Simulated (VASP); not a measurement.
## MgO: single point with PBE

Crystal: MgO.

```
Mg O
1.0
     4.25359    4.25359    4.25359
    -4.25359    4.25359   -4.25359
    -4.25359   -4.25359    4.25359
Mg O
16 16
Direct
  0.50000 0.75000 0.75000
  0.50000 0.50000 0.00000
  0.75000 0.50000 0.75000
  0.50000 0.25000 0.25000
  0.75000 0.25000 0.00000
  0.00000 0.25000 0.75000
  0.50000 0.00000 0.50000
  0.75000 0.00000 0.25000
  0.00000 0.00000 0.00000
  0.25000 0.00000 0.75000
  0.75000 0.75000 0.50000
  0.00000 0.75000 0.25000
  0.25000 0.75000 0.00000
  0.00000 0.50000 0.50000
  0.25000 0.50000 0.25000
  0.25000 0.25000 0.50000
  0.50000 0.00000 0.00000
  0.50000 0.75000 0.25000
  0.75000 0.75000 0.00000
  0.50000 0.50000 0.50000
  0.75000 0.50000 0.25000
  0.00000 0.50000 0.00000
  0.50000 0.25000 0.75000
  0.75000 0.25000 0.50000
  0.00000 0.25000 0.25000
  0.25000 0.25000 0.00000
  0.75000 0.00000 0.75000
  0.00000 0.00000 0.50000
  0.25000 0.00000 0.25000
  0.00000 0.75000 0.75000
  0.25000 0.75000 0.50000
  0.25000 0.50000 0.75000
```

```
Program                : VASP 6.6.1
Task                   : single point
Functional             : PBE
Potentials or basis    : VASP PAW PBE potentials, release 64 (Mg, O)
Cutoff                 : 520 eV
k mesh                 : 2 × 2 × 2, shifted
Occupations            : gaussian, width 0.02 eV
Spin                   : no spin polarisation
Dipole correction      : no
Further INCAR settings : LREAL = Auto; ALGO = Normal; EDIFF = 1e-06; NBANDS = 86
```

```
Pressure               : -0.8 GPa
Band gap on the k mesh : 5.88 eV
```

Levels at points of the mesh, in eV from the valence-band top:
| k point | band 60 | band 61 | band 62 | band 63 | band 64 | band 65 | band 66 | band 67 | band 68 | band 69 |
| --- | --- | --- | --- | --- | --- | --- | --- | --- | --- | --- |
| (0.25, 0.25, 0.25) | -0.10 | -0.10 | -0.10 | -0.10 | -0.10 | 7.05 | 7.05 | 7.05 | 7.05 | 9.72 |

It took 96 s on 1 thread of AMD EPYC 7R43 64-Core Processor (Zen 3) (shared host), peak memory 0.37 GiB.

A k mesh can miss the band edges.
